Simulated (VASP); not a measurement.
Crystal: LiTiH3.

```
CELL_PARAMETERS angstrom
-2.90959 2.90959 4.11479
2.90959 -2.90959 4.11479
2.90959 2.90959 -4.11479
ATOMIC_POSITIONS crystal
Li 0.75000 0.25000 0.50000
Li 0.25000 0.75000 0.50000
Ti 0.50000 0.50000 0.00000
Ti 0.00000 0.00000 0.00000
H 0.27398 0.77398 0.04795
H 0.77398 0.72602 0.50000
H 0.75000 0.75000 0.00000
H 0.72602 0.22602 0.95205
H 0.22602 0.27398 0.50000
H 0.25000 0.25000 0.00000
```

```yaml
Program: VASP 6.6.1
Task: relaxation of cell and atoms
Functional: PBE
Potentials_or_basis: VASP PAW PBE potentials, release 64 (Li_sv, Ti_sv, H)
Cutoff: 600 eV
k_mesh: 4 × 4 × 4
Occupations: gaussian, width 0.1 eV
Spin: no spin polarisation
```

At the start: pressure -12.4 GPa; volume 13.93 Å³/atom.

**Question.** Where does the relaxation end?

**Answer.** Over 21 steps the energy falls by 271.0 meV/atom and the volume is 8.80 Å³/atom (-36.8 %); space group I4/mcm (No. 140, to 0.1 Å) before and after.

Step by step:
| step | energy change (eV) | largest force (eV/Å) | pressure (GPa) | volume (Å³) |
| --- | --- | --- | --- | --- |
| 1 | 0.0000 | 0.0452 | -12.39 | 139.34 |
| 2 | -1.4730 | 0.0085 | -10.02 | 118.72 |
| 3 | -2.3336 | 0.0910 | -4.10 | 100.37 |
| 4 | -0.4523 | 0.3998 | 33.34 | 69.55 |
| 5 | -2.4202 | 0.1235 | -1.21 | 95.26 |
| 6 | -2.4270 | 0.1365 | 0.02 | 93.42 |
| 7 | -2.4258 | 0.1307 | -0.53 | 94.22 |
| 8 | -2.4304 | 0.1362 | -0.53 | 94.16 |
| 9 | -2.4450 | 0.1519 | -0.51 | 93.96 |
| 10 | -2.4771 | 0.1787 | -0.50 | 93.56 |
| 11 | -2.5490 | 0.2077 | -0.63 | 92.76 |
| 12 | -2.6730 | 0.1081 | -1.36 | 91.13 |
| 13 | -2.1506 | 1.0208 | -3.44 | 87.81 |
| 14 | -2.6790 | 0.0838 | -1.40 | 90.86 |
| 15 | -2.6814 | 0.0447 | -1.82 | 90.22 |
| 16 | -2.6847 | 0.0229 | -1.61 | 90.52 |
| 17 | -2.6985 | 0.0041 | -1.04 | 89.41 |
| 18 | -2.7051 | 0.0422 | -0.30 | 88.05 |
| 19 | -2.7052 | 0.0446 | -0.25 | 87.97 |
| 20 | -2.7070 | 0.0344 | -0.19 | 87.99 |
| 21 | -2.7099 | 0.0056 | -0.01 | 88.03 |

Final structure:
```
Li Ti H
1.0
    -2.46176    2.46176    3.63159
     2.46176   -2.46176    3.63159
     2.46176    2.46176   -3.63159
Li Ti H
2 2 6
Direct
  0.75000 0.25000 0.50000
  0.25000 0.75000 0.50000
  0.50000 0.50000 0.00000
  0.00000 0.00000 0.00000
  0.33691 0.83691 0.17381
  0.83691 0.66309 0.50000
  0.75000 0.75000 0.00000
  0.66309 0.16309 0.82619
  0.16309 0.33691 0.50000
  0.25000 0.25000 0.00000
```

Caveat: the cutoff is under 1.25 times the usual one of these potentials, so pressure, stress and relaxed cells hold a basis-set (Pulay) error; the volume moved by over 15 % at a fixed basis, so the end points are rough.
